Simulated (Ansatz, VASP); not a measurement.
KF: VASP beside Ansatz

The input INCAR:

```
SYSTEM = KF
ALGO = Normal
EDIFF = 1E-6
ENCUT = 520
GGA = CA
ISIF = 2
ISMEAR = 0
LASPH = .True.
LCHARG = .True.
LELF = .True.
LREAL = .False.
LVHAR = .True.
LWAVE = .False.
NBANDS = 15
NELM = 60
PREC = Accurate
SIGMA = 0.05
```

Contents of KPOINTS:

```
k-points
0
Gamma
  8 8 8
  0 0 0
```

The input POSCAR:

```
KF
1.0
    3.2589550000      0.0000000000      0.0000000000
    0.0000000000      3.2589550000      0.0000000000
    0.0000000000      0.0000000000      3.3567236500
K F
1 1
Direct
    0.0000000000      0.0000000000      0.0000000000
    0.5000000000      0.5000000000      0.5000000000
```

Input for Ansatz:

```yaml
crystal:
  lattice:
    - [3.258955, 0.0, 0.0]
    - [0.0, 3.258955, 0.0]
    - [0.0, 0.0, 3.35672365]
  atoms:
    - { symbol: K, position: [0.0, 0.0, 0.0] }
    - { symbol: F, position: [0.5, 0.5, 0.5] }
basis:
  ecutwfc: 420
kpoints:
  mp_grid: { grid: [8, 8, 8] }
hamiltonian:
  xc: lda
scf:
  occupations: { method: gaussian, width: 0.05 }
output:
  forces: true
  stress: true
  eigenvalues: true
```

Change from the starting cell: strain +0.000 along x and y, +0.030 along z, atoms carried along.

Alike in both runs: task single point; functional LDA; k mesh 8 × 8 × 8; occupations gaussian, width 0.05 eV; no spin polarisation.

```csv
,VASP,Ansatz
version,VASP 6.6.1,Ansatz 0.2.0
potentials or method,"VASP PAW LDA potentials, release 64 (K_sv, F), cutoff 520 eV","scalar-relativistic, plane waves, PAW"
valence electrons in the cell,16,16
```

```tsv
	VASP	Ansatz	Ansatz less VASP
gap on the k mesh at the Fermi level (eV)	5.68	5.69	+0.014
least direct gap on the mesh (eV)	5.73	5.74	+0.013
pressure (GPa)	-6.2	-6.3	-0.04
traceless stress, the component that is largest in VASP (GPa)	-1.58	-1.58	+0.004
```

LDA's correlation is that of Perdew and Zunger in VASP and of Perdew and Wang (1992) in Ansatz.
